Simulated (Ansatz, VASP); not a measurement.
## Two plane-wave programs on CoO

Contents of INCAR:

```
ALGO     = Normal         # electronic algorithm
EDIFF    = 1E-6           # SCF threshold, eV
EDIFFG   = -0.01          # ionic threshold
ENCUT    = 600            # plane-wave cutoff, eV
GGA      = PE             # functional
IBRION   = 2              # ionic algorithm
ISIF     = 3              # what is computed and relaxed
ISMEAR   = 0              # smearing method
ISPIN    = 2              # spin polarisation
LASPH    = True           # aspherical terms in the spheres
LCHARG   = False          # write CHGCAR
LMAXMIX  = 4              # l up to which the mixer works
LORBIT   = 11             # projections on sites
LREAL    = False          # projectors in reciprocal space
LWAVE    = False          # write WAVECAR
MAGMOM   = 2.73 0.35      # initial moments
NELM     = 150            # most SCF steps
NSW      = 80             # ionic steps
PREC     = Accurate       # precision mode
SIGMA    = 0.1            # smearing width, eV
```

The input KPOINTS:

```
k-points
0
Gamma
  6 6 6
```

POSCAR

```
CoO
1.0
   -1.5080001529      1.5080001529      2.1072499549
    1.5080001529     -1.5080001529      2.1072499549
    1.5080001529      1.5080001529     -2.1072499549
Co O
1 1
Direct
    0.0000000000      0.0000000000      0.0000000000
    0.5000000000      0.5000000000      0.0000000000
```

Input for Ansatz:

```yaml
crystal:
  lattice:
    - [-1.5080001529, 1.5080001529, 2.1072499549]
    - [1.5080001529, -1.5080001529, 2.1072499549]
    - [1.5080001529, 1.5080001529, -2.1072499549]
  atoms:
    - { symbol: Co, position: [0.0, 0.0, 0.0], spin: 2.73 }
    - { symbol: O, position: [0.5, 0.5, 0.0], spin: 0.35 }
basis:
  ecutwfc: 420
kpoints:
  mp_grid: { grid: [6, 6, 6] }
hamiltonian:
  xc: pbe
scf:
  occupations: { method: gaussian, width: 0.1 }
output:
  forces: true
  stress: true
  eigenvalues: true
  populations: true
magnetization:
  spin_polarized: true
relax:
  adjacent_minimum: "off"
  f_tol: 0.01
  max_steps: 60
  cell: { stress_tol: 0.05 }
```

Alike in both runs: task relaxation of cell and atoms; functional PBE; k mesh 6 × 6 × 6; occupations gaussian, width 0.1 eV; collinear spin.

|  | VASP | Ansatz |
| --- | --- | --- |
| version | VASP 6.6.1 | Ansatz 0.2.0 |
| potentials or method | VASP PAW PBE potentials, release 64 (Co, O), cutoff 600 eV | scalar-relativistic, plane waves, PAW |
| valence electrons in the cell | 15 | 23 |

|  | VASP | Ansatz | Ansatz less VASP |
| --- | --- | --- | --- |
| gap on the k mesh at the Fermi level, each at its own relaxed structure (eV) | none | none | - |
| net moment per atom (μB) | 1.36 | 1.37 | +0.010 |
| size of the moment on the site where the two differ most (μB) | 2.43 | 2.36 | -0.070 |
| relaxed volume (Å³/atom) | 9.44 | 9.48 | +0.038 |
| relaxed length of the cell vector where the two differ most in proportion (Å) | 2.989 | 2.993 | +0.0040 |

Site moments also hang on the region over which each program counts them. A gap of «none» marks a metal or a gap that the smearing closes. VASP's potentials hold 15 valence electrons a cell and Ansatz's 23, so a difference there can come from the potentials and not from the codes.

The k mesh is coarse, so the values compare programs but aren't converged.
